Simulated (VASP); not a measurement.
The system is Si2Ni (fluorite type).

```
Ni Si
1.0
     0.00000    2.65868    2.65868
     2.65868    0.00000    2.65868
     2.65868    2.65868    0.00000
Ni Si
1 2
Cartesian
  0.0000 0.0000 0.0000
  1.3293 1.3293 1.3293
  3.9880 3.9880 3.9880
```

| Item | Value |
| --- | --- |
| Program | VASP 6.6.1 |
| Task | relaxation of cell and atoms |
| Functional | PBE |
| Potentials or basis | VASP PAW PBE potentials, release 64 (Ni, Si) |
| Cutoff | 600 eV |
| k mesh | 10 × 10 × 10 |
| Occupations | fermi-dirac, width 0.05 eV |
| Spin | no spin polarisation |

At the start: pressure 12.1 GPa; volume 12.53 Å³/atom.

**Question.** How do energy, volume and symmetry change on relaxing?

**Answer.** Over 6 steps the energy falls by 32.8 meV/atom and the volume is 13.44 Å³/atom (+7.3 %); space group Fm-3m (No. 225, to 0.05 Å).

The path:
```tsv
step	energy change (eV)	largest force (eV/Å)	pressure (GPa)	volume (Å³)
1	0.0000	0.0000	12.10	37.59
2	-0.0296	0.0000	-7.93	42.97
3	-0.0984	0.0000	0.11	40.38
4	-0.0983	0.0000	-0.36	40.43
5	-0.0984	0.0000	0.29	40.27
6	-0.0984	0.0000	0.00	40.33
```

Final structure:
```
CELL_PARAMETERS angstrom
0.00000 2.72195 2.72195
2.72195 0.00000 2.72195
2.72195 2.72195 0.00000
ATOMIC_POSITIONS crystal
Ni 0.00000 0.00000 0.00000
Si 0.25000 0.25000 0.25000
Si 0.75000 0.75000 0.75000
```
